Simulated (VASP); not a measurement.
# AlNi in VASP: single point with r2SCAN

Aim: the single point of AlNi with r2SCAN.

Program: VASP 6.6.1. These are calculated values, not measurements. Logs are shortened: lines on timing, memory, paths and dates and some standing lists are left out, and cuts for length are marked.

### 1 The cell of the first run

The typed cell holds 2 atoms: a = 2.865 Å, b = 2.864 Å, c = 2.862 Å, α = 90.00°, β = 90.00°, γ = 90.00°.

### 2 Single point, r2SCAN (atom 2 moved 0.45 Å, then relaxed in part)

Input file POSCAR:

```
AlNi
1.0
    2.0256732044     -2.0256590906      0.0000309646
    2.0251421641      2.0251279924     -0.0000356256
   -0.0000033073     -0.0000472550      2.8619141378
Al Ni
1 1
Direct
   -0.0000055635      0.0000058224      0.0000007444
    0.5000055635      0.4999941776      0.4999992556
```

Input file INCAR.step1:

```
SYSTEM = AlNi
ALGO     = Normal         ! electronic algorithm
EDIFF    = 1E-4           ! SCF threshold, eV
ENCUT    = 520            ! plane-wave cutoff, eV
GGA      = PE             ! functional
ISMEAR   = 0              ! smearing method
LASPH    = .TRUE.         ! aspherical terms in the spheres
LCHARG   = .FALSE.        ! write CHGCAR
LREAL    = .FALSE.        ! projectors in reciprocal space
LWAVE    = .TRUE.         ! write WAVECAR
NBANDS   = 14             ! bands
NELM     = 100            ! most SCF steps
PREC     = Accurate       ! precision mode
SIGMA    = 0.15           ! smearing width, eV
```

Input file INCAR.step2:

```
SYSTEM = AlNi
ALGO     = Normal         ! electronic algorithm
EDIFF    = 1E-7           ! SCF threshold, eV
ENCUT    = 520            ! plane-wave cutoff, eV
ISIF     = 2              ! what is computed and relaxed
ISMEAR   = 0              ! smearing method
ISTART   = 1            
LASPH    = .TRUE.         ! aspherical terms in the spheres
LCHARG   = .FALSE.        ! write CHGCAR
LMIXTAU  = .TRUE.       
LREAL    = .FALSE.        ! projectors in reciprocal space
LWAVE    = .FALSE.        ! write WAVECAR
METAGGA  = R2SCAN         ! meta-GGA
NBANDS   = 14             ! bands
NELM     = 100            ! most SCF steps
PREC     = Accurate       ! precision mode
SIGMA    = 0.15           ! smearing width, eV
```

Input file KPOINTS:

```
k-points
0
G
  12 12 12
  0 0 0
```

Potentials or basis: VASP PAW PBE potentials, release 64 (Al, Ni).

Command:

```bash
$ cat potpaw_PBE.64/Al/POTCAR potpaw_PBE.64/Ni/POTCAR > POTCAR
$ cp INCAR.step1 INCAR
$ mpirun -np 1 vasp_std > vasp.out
$ cp INCAR.step2 INCAR
$ mpirun -np 1 vasp_std > vasp.out
```

OUTCAR:

```text
SYSTEM = AlNi
   EDIFF = 1E-7
   ENCUT = 520
   ISIF = 2
   ISMEAR = 0
   ISTART = 1
   LASPH = .TRUE.
   LREAL = .FALSE.
   METAGGA = R2SCAN
   NELM = 100
   PREC = Accurate

 ion  position               nearest neighbor table
   1  1.000  0.000  0.000-   2 2.48   2 2.48   2 2.48   2 2.48   2 2.48   2 2.48   2 2.48   2 2.48

   2  0.500  0.500  0.500-   1 2.48   1 2.48   1 2.48   1 2.48   1 2.48   1 2.48   1 2.48   1 2.48

  LATTYP: Found a simple monoclinic cell.
 ALAT       =     2.8639734935
 B/A-ratio  =     1.0002622389
 C/A-ratio  =     2.2357687855
 COS(beta)  =    -0.8945580272

  Lattice vectors:

 A1 = (   2.0251421641,   2.0251279924,  -0.0000356256)
 A2 = (  -2.0256732044,   2.0256590906,  -0.0000309646)
 A3 = (  -4.0502876355,  -4.0503032398,   2.8619853890)

Analysis of symmetry for initial positions (statically):
=====================================================================
 Subroutine PRICEL returns:
 Original cell was already a primitive cell.

 Routine SETGRP: Setting up the symmetry group for a
 simple monoclinic supercell.

 Subroutine GETGRP returns: Found  1 space group operations
 (whereof  1 operations were pure point group operations)
 out of a pool of  4 trial point group operations.

The static configuration has the point symmetry C_1 .

Analysis of symmetry for dynamics (positions and initial velocities):
=====================================================================
 Subroutine PRICEL returns:
 Original cell was already a primitive cell.

 Routine SETGRP: Setting up the symmetry group for a
 simple monoclinic supercell.

 Subroutine GETGRP returns: Found  1 space group operations
 (whereof  1 operations were pure point group operations)
 out of a pool of  4 trial point group operations.

The dynamic configuration has the point symmetry C_1 .

 Subroutine INISYM returns: Found  1 space group operations
 (whereof  1 operations are pure point group operations),
 and found     1 'primitive' translations

----------------------------------------------------------------------------------------

                                     Primitive cell

  volume of cell :      23.4806

  direct lattice vectors                    reciprocal lattice vectors
     2.025673204 -2.025659091  0.000030965     0.246831518 -0.246833246 -0.000003790
     2.025142164  2.025127992 -0.000035626     0.246896251  0.246897971  0.000004362
    -0.000003307 -0.000047255  2.861914138     0.000000403  0.000005744  0.349416493

  length of vectors
     2.864724539  2.863973494  2.861914138     0.349073702  0.349165243  0.349416493

  position of ions in fractional coordinates (direct lattice)
     0.999994437  0.000005822  0.000000744
     0.500005563  0.499994178  0.499999256

  ion indices of the primitive-cell ions
   primitive index   ion index
                 1           1
                 2           2

----------------------------------------------------------------------------------------

 KPOINTS: k-points

Automatic generation of k-mesh.
 Grid dimensions read from file:
 generate k-points for:   12   12   12

 Generating k-lattice:

  Cartesian coordinates                     Fractional coordinates (reciprocal lattice)
     0.020569293 -0.020569437 -0.000000316     0.083333333  0.000000000 -0.000000000
     0.020574688  0.020574831  0.000000364    -0.000000000  0.083333333 -0.000000000
     0.000000034  0.000000479  0.029118041     0.000000000 -0.000000000  0.083333333

  Length of vectors
     0.029089475  0.029097104  0.029118041

  Shift w.r.t. Gamma in fractional coordinates (k-lattice)
     0.000000000  0.000000000  0.000000000

 Subroutine IBZKPT returns following result:
 ===========================================

 Found    868 irreducible k-points:

 Following reciprocal coordinates:
            Coordinates               Weight
  0.000000  0.000000  0.000000      1.000000
  0.083333 -0.000000  0.000000      2.000000
  0.166667 -0.000000 -0.000000      2.000000
  0.250000 -0.000000  0.000000      2.000000
  0.333333 -0.000000 -0.000000      2.000000
  0.416667 -0.000000 -0.000000      2.000000
[... 16 lines left out ...]
  0.166667  0.166667 -0.000000      2.000000
 -0.166667  0.166667  0.000000      2.000000
 [... further k-points ...]
   k-points           NKPTS =    868   k-points in BZ     NKDIM =    868   number of bands    NBANDS=     14
   number of dos      NEDOS =    301   number of ions     NIONS =      2
   total plane-waves  NPLWV =  13824
   dimension x,y,z NGX =    24 NGY =   24 NGZ =   24
   dimension x,y,z NGXF=    48 NGYF=   48 NGZF=   48
   ions per type =               1   1
   NGX,Y,Z   is equivalent  to a cutoff of  13.93, 13.93, 13.94 a.u.
   NGXF,Y,Z  is equivalent  to a cutoff of  27.86, 27.86, 27.88 a.u.
 SYSTEM =  AlNi
   PREC   = accura    normal or accurate (medium, high low for compatibility)
   ISTART =      1    job   : 0-new  1-cont  2-samecut
   ICHARG =      0    charge: 1-file 2-atom 10-const
   ISPIN  =      1    spin polarized calculation?
   LNONCOLLINEAR =      F non collinear calculations
   LSORBIT =      F    spin-orbit coupling
   LASPH  =      T    aspherical Exc in radial PAW
   ENCUT  =  520.0 eV  38.22 Ry    6.18 a.u.   5.33  5.33  5.32*2*pi/ulx,y,z
   NELM   =    100;   NELMIN=  2; NELMDL=  0     # of ELM steps
   EDIFF  = 0.1E-06   stopping-criterion for ELM
   LREAL  =      F    real-space projection
   EDIFFG = 0.1E-05   stopping-criterion for IOM
   NSW    =      0    number of steps for IOM
   IBRION =     -1    ionic relax: 0-MD 1-quasi-New 2-CG
   NFREE  =      0    steps in history (QN), initial steepest desc. (CG)
   ISIF   =      2    stress and relaxation
   ISYM   =      2    0-nonsym 1-usesym 2-fastsym
   POTIM  = 0.5000    time-step for ionic-motion
   TEBEG  =    0.0;   TEEND  =   0.0 temperature during run
   PSTRESS=    0.0 pullay stress
   NELECT =      13.0000    total number of electrons
   NUPDOWN=      -1.0000    fix difference up-down
   EMIN   =  10.00;   EMAX   =-10.00  energy-range for DOS
   EFERMI =   0.00;   METHOD = LEGACY
   ISMEAR =     0;   SIGMA  =   0.15  broadening in eV -4-tet -1-fermi 0-gaus
   EFERMI_NEDOS =   21; number of points for ismear=-14 and -15
   IALGO  =     38    algorithm
   IMIX   =      4    mixing-type and parameters
     AMIX     =   0.40;   BMIX     =  1.00
     AMIX_MAG =   1.60;   BMIX_MAG =  1.00
  volume/ion in A,a.u.               =      11.74        79.23
  Fermi-wavevector in a.u.,A,eV,Ry     =   1.344270  2.540302 24.586564  1.807061
  Thomas-Fermi vector in A             =   2.472277
   LORBIT       =      0    0 simple, 1 ext, 2 COOP (PROOUT), +10 PAW based schemes
   METAGGA = R2SCAN    functional components
   LHFCALC =     F    Hartree Fock is set to
   AEXX    =    0.0000 exact exchange contribution
   IVDW    =     0    specifies the selected vdW correction
   LEPSILON=     F    determine dielectric tensor
   LRPA    =     F    only Hartree local field effects (RPA)
 non-spin polarized calculation
 Gauss-broadening in eV      SIGMA  =   0.15
  energy-cutoff  :      520.00
  volume of cell :       23.48
 maximum number of plane-waves:       648
 NGX is ok and might be reduce to    24
   NGX = 11   NGY = 11   NGZ = 11

 number of electron      13.0000011 magnetization

 Free energy of the ion-electron system (eV)
  ---------------------------------------------------
  ext. energy  EPLUGINS =         0.00000000
  ---------------------------------------------------
  free energy    TOTEN  =       -20.07032085 eV

  energy without entropy =      -20.06036982  energy(sigma->0) =      -20.06534533

 E-fermi :  10.1724     XC(G=0): -13.1094

 val. band max:       10.1459329645   @ k =  -0.3333   0.4167   0.5000
 cond. band min:      10.1984905979   @ k =  -0.3333   0.1667   0.0000
 fundamental gap:      0.0525576334
 Fermi energy:        10.1724083459

 k-point     1 :       0.0000    0.0000    0.0000
  band No.  band energies     occupation
      1      -1.7226      2.00000
      2       6.6941      2.00000
      3       6.6952      2.00000
      4       8.4875      2.00000
      5       8.4891      2.00000
      6       8.4897      2.00000
      7      16.0879      0.00000
      8      16.0980      0.00000
      9      16.1259      0.00000
     10      18.5817      0.00000
     11      18.5897      0.00000
     12      25.5047      0.00000
     13      32.3710      0.00000
     14      32.3891      0.00000

 k-point     2 :       0.0833   -0.0000    0.0000
  band No.  band energies     occupation
      1      -1.5863      2.00000
      2       6.6805      2.00000
      3       6.7281      2.00000
      4       8.4295      2.00000
      5       8.4313      2.00000
      6       8.4958      2.00000
      7      14.7168      0.00000
      8      16.2759      0.00000
      9      16.3035      0.00000
     10      18.5987      0.00000
     11      19.8472      0.00000
     12      25.9537      0.00000
     13      30.9598      0.00000
     14      30.9806      0.00000

 k-point     3 :       0.1667   -0.0000   -0.0000
  band No.  band energies     occupation
      1      -1.1801      2.00000
      2       6.5908      2.00000
      3       6.8200      2.00000
      4       8.2784      2.00000
      5       8.2807      2.00000
      6       8.5127      2.00000
      7      12.7262      0.00000
      8      16.7879      0.00000
      9      16.8149      0.00000
     10      18.6287      0.00000
     11      21.4715      0.00000
     12      27.3757      0.00000
     13      28.8143      0.00000
     14      28.8366      0.00000

 k-point     4 :       0.2500   -0.0000    0.0000
  band No.  band energies     occupation
      1      -0.5126      2.00000
      2       6.2588      2.00000
      3       6.9491      2.00000
      4       8.0869      2.00000
      5       8.0898      2.00000
      6       8.5359      2.00000
      7      11.0510      0.00000
      8      17.5838      0.00000
      9      17.6102      0.00000
     10      18.6753      0.00000
     11      22.7154      0.00000
     12      26.7251      0.00000
     13      26.7481      0.00000
     14      28.9398      0.00000

 k-point     5 :       0.3333   -0.0000   -0.0000
  band No.  band energies     occupation
      1       0.4005      2.00000
      2       5.4538      2.00000
      3       7.0827      2.00000
      4       7.9096      2.00000
      5       7.9130      2.00000
      6       8.5591      2.00000
      7      10.0087      1.87733
      8      18.6101      0.00000
      9      18.6359      0.00000
     10      18.7303      0.00000
     11      23.7788      0.00000
[... 276 lines left out ...]
 k-point    22 :      -0.0833    0.1667   -0.0000
  band No.  band energies     occupation
      1      -1.0456      2.00000
      2       6.6294      2.00000
      3       6.8182      2.00000
      4       8.2050      2.00000
      5       8.2864      2.00000
      6       8.4597      2.00000
      7      12.8336      0.00000
      8      15.3887      0.00000
      9      16.9878      0.00000
     10      19.5148      0.00000
     11      22.0977      0.00000
     12      27.3070      0.00000
     13      27.6612      0.00000
     14      28.9246      0.00000

 k-point    23 :       0.1667    0.1667   -0.0000
  band No.  band energies     occupation
      1      -0.6461      2.00000
      2       6.7114      2.00000
      3       6.7866      2.00000
      4       8.0263      2.00000
      5       8.2745      2.00000
      6       8.3488      2.00000
      7      12.7400      0.00000
      8      13.8720      0.00000
      9      17.4861      0.00000
     10      20.0499      0.00000
     11      23.7077      0.00000
     12      25.2407      0.00000
     13      28.5534      0.00000
     14      29.2107      0.00000

 k-point    24 :      -0.1667    0.1667    0.0000
  band No.  band energies     occupation
      1      -0.6461      2.00000
      2       6.7113      2.00000
      3       6.7866      2.00000
      4       8.0264      2.00000
      5       8.2745      2.00000
      6       8.3488      2.00000
      7      12.7400      0.00000
      8      13.8719      0.00000
      9      17.4861      0.00000
     10      20.0500      0.00000
     11      23.7078      0.00000
     12      25.2409      0.00000
     13      28.5534      0.00000
     14      29.1515      0.00000

 [... further k-points ...]
[... 5 lines left out ...]
  --------------------------------------------------------------------------------------
  -------------------------------------------------------------------------------------
  Total       -0.0413629     -0.0410955     -0.0350337      0.0009341      0.0006309      0.0000441
  in kB       -2.8223641     -2.8041168     -2.3904964      0.0637378      0.0430501      0.0030063
  external PRESSURE =      -2.6723258 kB  Pullay stress =       0.0000000 kB

 VOLUME and BASIS-vectors are now :
 -----------------------------------------------------------------------------
  energy-cutoff  :      520.00
  volume of cell :       23.48
      direct lattice vectors                 reciprocal lattice vectors
     2.025673204 -2.025659091  0.000030965     0.246831518 -0.246833246 -0.000003790
     2.025142164  2.025127992 -0.000035626     0.246896251  0.246897971  0.000004362
    -0.000003307 -0.000047255  2.861914138     0.000000403  0.000005744  0.349416493

 POSITION                                       TOTAL-FORCE (eV/Angst)
 -----------------------------------------------------------------------------------
      2.02567     -2.02564      0.00003        -0.000007     -0.000300     -0.000028
      2.02541     -0.00031      1.43095         0.000007      0.000300      0.000028
 -----------------------------------------------------------------------------------
    total drift:                                0.000000      0.000000     -0.000000

  FREE ENERGIE OF THE ION-ELECTRON SYSTEM (eV)
  ---------------------------------------------------
  free  energy   TOTEN  =       -20.0703208460 eV

  energy  without entropy=      -20.0603698185  energy(sigma->0) =      -20.06534533
```

It used 290 s of CPU time on 1 thread of Intel(R) Xeon(R) 6975P-C (Granite Rapids) (shared host).

Results:

```yaml
Free_energy: -20.0703 eV
Pressure: -0.3 GPa
```

Caveat: the cell differs from its parent crystal (atom 2 moved 0.45 Å, then relaxed in part); the PAW data sets were made with another functional, which shifts forces and pressure a little. Spin polarisation is off, so any magnetic state and its effect on volume and gap are missing.
